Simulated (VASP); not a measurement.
Runs of VASP 6.6.1 on NaH. The structure is that of space group P6_3/mmc (No. 194), or close to it. The cells are those of the table. 

| level | cell | k mesh | gap on the mesh (eV) | pressure (GPa) |
| --- | --- | --- | --- | --- |
| r2SCAN | a = 3.953, b = 3.953, c = 4.828 Å, angles 90.0, 90.0, 120.0°, 4 atoms | 12 × 12 × 6 | 3.68 | -0.1 |
| PBE | a = 3.932, b = 3.932, c = 4.825 Å, angles 90.0, 90.0, 120.0°, 4 atoms | 6 × 6 × 4 | (a) | 0.6 |
| r2SCAN | a = 3.873, b = 3.873, c = 4.730 Å, angles 90.0, 90.0, 120.0°, 4 atoms | 6 × 6 × 4 | 3.70 | 1.2 |
| PBE | a = 4.050, b = 4.050, c = 4.970 Å, angles 90.0, 90.0, 120.0°, 4 atoms | 6 × 6 × 4 | 3.33 | (b) |
| r2SCAN | a = 3.992, b = 3.992, c = 4.876 Å, angles 90.0, 90.0, 120.0°, 4 atoms | 6 × 6 × 4 | 3.67 | -0.7 |

Alike in all rows: task single point; potentials or basis VASP PAW PBE potentials, release 64 (Na_pv, H); no spin polarisation; cutoff (eV) 520; smearing gaussian 0.01 eV.

**Question.** Estimate the missing entries.

**Answer.** (a) 3.35; (b) -1.0.

Caveats: the PAW data sets were made with another functional, which shifts forces and pressure a little (some runs).

A k mesh can miss the band edges.
